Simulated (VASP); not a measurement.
# Sn: single point with PBE

Sn:

```
Sn
1.0
     4.69042    0.00000    0.00000
    -2.34521    4.06203    0.00000
     0.00000    0.00000    7.71459
Sn
4
Direct
  0.33333 0.66667 0.43732
  0.66667 0.33333 0.93732
  0.66667 0.33333 0.56268
  0.33333 0.66667 0.06268
```

This isn't the form of Sn at room conditions, which is tetragonal (white tin).

```
Program             : VASP 6.6.1
Task                : single point
Functional          : PBE
Potentials or basis : VASP PAW PBE potentials, release 64 (Sn_d)
Cutoff              : 520 eV
k mesh              : 12 × 12 × 6
Occupations         : gaussian, width 0.1 eV
Spin                : no spin polarisation
```

| Property | Result |
| --- | --- |
| Pressure | 0.0 GPa |
| Largest force | 0.004 eV/Å |
| Band gap on the k mesh | zero (bands 28 and 29 overlap by 0.09 eV) |

Forces in eV/Å, atoms in the order of the input:
```
Sn   0.000  0.000  0.004
Sn   0.000  0.000  0.004
Sn   0.000  0.000 -0.004
Sn   0.000  0.000 -0.004
```

Levels at points of the mesh, in eV from the Fermi level:
```
           k point  band 25  band 26  band 27  band 28  band 29  band 30  band 31  band 32
(0.00, 0.00, 0.00)    -1.12    -1.12    -0.37    -0.07     0.10     0.10     1.91     1.91
(0.50, 0.00, 0.00)    -3.35    -2.30    -1.99    -1.09     0.61     1.05     3.10     3.13
(0.00, 0.00, 0.50)    -0.64    -0.64    -0.64    -0.64     0.20     0.20     2.78     2.78
(0.50, 0.00, 0.50)    -1.93    -1.93    -1.80    -1.80     0.41     0.41     1.93     1.93
```

Wall time 9.1 min on 1 thread of AMD EPYC 7R43 64-Core Processor (Zen 3), with other jobs on the host, peak memory 0.39 GiB.

Caveat: spin-orbit coupling is left out, which moves the levels of the heavy elements.
